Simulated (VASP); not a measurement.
The system is Si2Ge.

```
Si Ge
1.0
    -1.94500    5.83500    2.75000
     1.94500   -5.83500    2.75000
     1.94500    5.83500   -2.75000
Si Ge
4 2
Direct
  0.20833 0.12500 0.08333
  0.79167 0.87500 0.91667
  0.54167 0.12500 0.41667
  0.45833 0.87500 0.58333
  0.12500 0.87500 0.25000
  0.87500 0.12500 0.75000
```

* Program: VASP 6.6.1
* Task: relaxation of cell and atoms
* Functional: PBE
* Potentials or basis: VASP PAW PBE potentials, release 64 (Si, Ge_d)
* Cutoff: 600 eV
* k mesh: 5 × 5 × 5
* Occupations: gaussian, width 0.2 eV
* Spin: no spin polarisation

At the start: pressure 2.6 GPa; volume 20.81 Å³/atom.

Task: How do energy, volume and symmetry change on relaxing?

Result: Over 5 steps the energy falls by 15.8 meV/atom and the volume is 21.40 Å³/atom (+2.9 %); space group Imma (No. 74, to 0.1 Å) before and after.

Step by step:
```csv
step,energy change (eV),largest force (eV/Å),pressure (GPa),volume (Å³)
1,0.0000,0.5786,2.59,124.84
2,-0.0699,0.2493,-1.48,131.02
3,-0.0720,0.2799,-0.96,130.05
4,-0.0927,0.0989,-0.26,128.95
5,-0.0949,0.0531,0.15,128.40
```

Final structure:
```xyz
6
Lattice="-1.9673 5.8913 2.7697 1.9673 -5.8913 2.7697 1.9673 5.8913 -2.7697" Properties=species:S:1:pos:R:3 pbc="T T T"
Si    0.0000    0.9435    0.7171
Si    1.9673    4.9477    2.0526
Si    0.0000    4.9477    0.7171
Si    1.9673    0.9435    2.0526
Ge    1.9673   -2.9456    2.1227
Ge    0.0000    8.8369    0.6470
```

Caveat: the relaxation stopped at a loose force limit of 0.08 eV/Å, so its end isn't a converged minimum.
